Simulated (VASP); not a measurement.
Input of a VASP 6.6.1 run:

File INCAR:

```
PREC = Accurate
ENCUT = 600
EDIFF = 1E-6
ISMEAR = -1
SIGMA = 0.05
LREAL = F
LASPH = T
NELM = 80
ALGO = Normal
ISIF = 3
LWAVE = F
LCHARG = F
GGA = PS
IBRION = 2
NSW = 60
EDIFFG = -0.01
```

KPOINTS

```
Automatic mesh
0
Gamma
  10 10 4
```

Contents of POSCAR:

```
Al2O3
1.0
    3.0174825440      0.0000000000      0.0000000000
   -1.5087412720      2.6132165386      0.0000000000
    0.0000000000      0.0000000000      7.5746360022
Al O
2 3
Direct
    0.0000000000      0.0000000000      0.7220490000
    0.0000000000      0.0000000000      0.2779510000
    0.0000000000      0.0000000000      0.5000000000
    0.6666666667      0.3333333333      0.8005460000
    0.3333333333      0.6666666667      0.1994540000
```

Potentials or basis: VASP PAW PBE potentials, release 64 (Al, O).

The run is started by

```bash
$ cat potpaw_PBE.64/Al/POTCAR potpaw_PBE.64/O/POTCAR > POTCAR
$ mpirun -np 1 vasp_std > vasp.out
```

**Question.** Predict the relaxed volume.

**Answer.** 11.90 Å³/atom.

**Question.** Estimate the band gap on the k mesh.

**Answer.** 2.34 eV.

Final structure:
```
Al O
1.0
     2.98897    0.00000    0.00000
    -1.49449    2.58853    0.00000
     0.00000    0.00000    7.68881
Al O
2 3
Direct
  0.00000 0.00000 0.71765
  0.00000 0.00000 0.28235
  0.00000 0.00000 0.50000
  0.66667 0.33333 0.79481
  0.33333 0.66667 0.20519
```

Caveat: the PAW data sets were made with another functional, which shifts forces and pressure a little. A k mesh can miss the band edges.
